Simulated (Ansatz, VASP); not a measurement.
## W in VASP and in Ansatz

File INCAR:

```
PREC     = Accurate       # precision mode
ENCUT    = 600            # plane-wave cutoff, eV
EDIFF    = 1E-6           # SCF threshold, eV
ISMEAR   = -1             # smearing method
SIGMA    = 0.05           # smearing width, eV
LREAL    = F              # projectors in reciprocal space
LASPH    = T              # aspherical terms in the spheres
NELM     = 100            # most SCF steps
ALGO     = Normal         # electronic algorithm
ISIF     = 3              # what is computed and relaxed
LWAVE    = F              # write WAVECAR
LCHARG   = F              # write CHGCAR
GGA      = PE             # functional
IBRION   = 2              # ionic algorithm
NSW      = 45             # ionic steps
EDIFFG   = -0.005         # ionic threshold
```

Contents of KPOINTS:

```
regular mesh
0
Gamma
  18 18 18
```

POSCAR

```
W
1.0
   -1.5918097858      1.5918097858      1.5918097858
    1.5918097858     -1.5918097858      1.5918097858
    1.5918097858      1.5918097858     -1.5918097858
W
1
Direct
    0.0000000000      0.0000000000      0.0000000000
```

Input for Ansatz:

```yaml
crystal:
  lattice:
    - [-1.5918097858, 1.5918097858, 1.5918097858]
    - [1.5918097858, -1.5918097858, 1.5918097858]
    - [1.5918097858, 1.5918097858, -1.5918097858]
  atoms:
    - { symbol: W, position: [0.0, 0.0, 0.0] }
kpoints:
  mp_grid: { grid: [18, 18, 18] }
scf:
  occupations: { method: fermi_dirac, width: 0.05 }
hamiltonian:
  xc: pbe
  pseudopotentials:
    kind: all_electron
    lapw: { basis_error: 0.0005 }
    relativity: none
output:
  forces: true
  stress: true
  eigenvalues: true
  populations: true
relax:
  f_tol: 0.005
  max_steps: 25
  cell: {}
```

Alike in both runs: task relaxation of cell and atoms; functional PBE; k mesh 18 × 18 × 18; occupations fermi-dirac, width 0.05 eV; no spin polarisation.

```csv
,VASP,Ansatz
version,VASP 6.6.1,Ansatz 0.2.0
potentials or method,"VASP PAW PBE potentials, release 64 (W_sv), cutoff 600 eV","all-electron LAPW, non-relativistic"
```

Ansatz gave:

```
relaxed volume (Å³/atom)                                     : 17.16
relaxed cell length with the largest relative difference (Å) : 2.814
```

Task: Which values does VASP return?

Result: Relaxed volume (Å³/atom): 16.16; relaxed cell length with the largest relative difference (Å): 2.759.

Ansatz ran all-electron here, and VASP with PAW potentials.

Spin-orbit coupling is off throughout.
